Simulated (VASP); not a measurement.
Input of a VASP 6.6.1 run:

File POSCAR:

```
GaN
1.0
    3.1830984299      0.0000000000      0.0000000000
   -1.5915492150      2.7566441030      0.0000000000
    0.0000000000      0.0000000000      5.1835962425
Ga N
2 2
Direct
    0.3333333333      0.6666666667     -0.0008898954
    0.6666666667      0.3333333333      0.4991101046
    0.3333333333      0.6666666667      0.3758898954
    0.6666666667      0.3333333333      0.8758898954
```

The input INCAR.step1:

```
PREC     = Accurate       # precision mode
ENCUT    = 520            # plane-wave cutoff, eV
ISMEAR   = 0              # smearing method
SIGMA    = 0.02           # smearing width, eV
LREAL    = F              # projectors in reciprocal space
LASPH    = T              # aspherical terms in the spheres
NELM     = 100            # most SCF steps
NBANDS   = 26             # bands
GGA      = PE             # functional
ALGO     = Normal         # electronic algorithm
EDIFF    = 1E-4           # SCF threshold, eV
LWAVE    = T              # write WAVECAR
LCHARG   = F              # write CHGCAR
```

Contents of INCAR.step2:

```
PREC     = Accurate       # precision mode
ENCUT    = 520            # plane-wave cutoff, eV
EDIFF    = 1E-7           # SCF threshold, eV
ISMEAR   = 0              # smearing method
SIGMA    = 0.02           # smearing width, eV
LREAL    = F              # projectors in reciprocal space
LASPH    = T              # aspherical terms in the spheres
NELM     = 100            # most SCF steps
ALGO     = Normal         # electronic algorithm
ISIF     = 2              # what is computed and relaxed
LWAVE    = F              # write WAVECAR
LCHARG   = F              # write CHGCAR
METAGGA  = R2SCAN         # meta-GGA
LMIXTAU  = T            
NBANDS   = 26             # bands
ISTART   = 1
```

Contents of KPOINTS:

```
regular mesh
0
Gamma
  12 12 6
```

Potentials or basis: VASP PAW PBE potentials, release 64 (Ga_d, N).

Launch:

```console
$ cat potpaw_PBE.64/Ga_d/POTCAR potpaw_PBE.64/N/POTCAR > POTCAR
$ cp INCAR.step1 INCAR
$ mpirun -np 1 vasp_std > vasp.out
$ cp INCAR.step2 INCAR
$ mpirun -np 1 vasp_std > vasp.out
```

Question: Predict the largest force.

Answer: 0.005 eV/Å.

Question: Estimate the band gap on the k mesh.

Answer: 2.34 eV.

Stress tensor (GPa, compression positive):
```
1.14 0.00 0.00
0.00 1.14 0.00
0.00 0.00 1.01
```

Caveat: the PAW data sets were made with another functional, which shifts forces and pressure a little. r2SCAN opens gaps a little over a GGA but as a rule still falls short of measured ones.
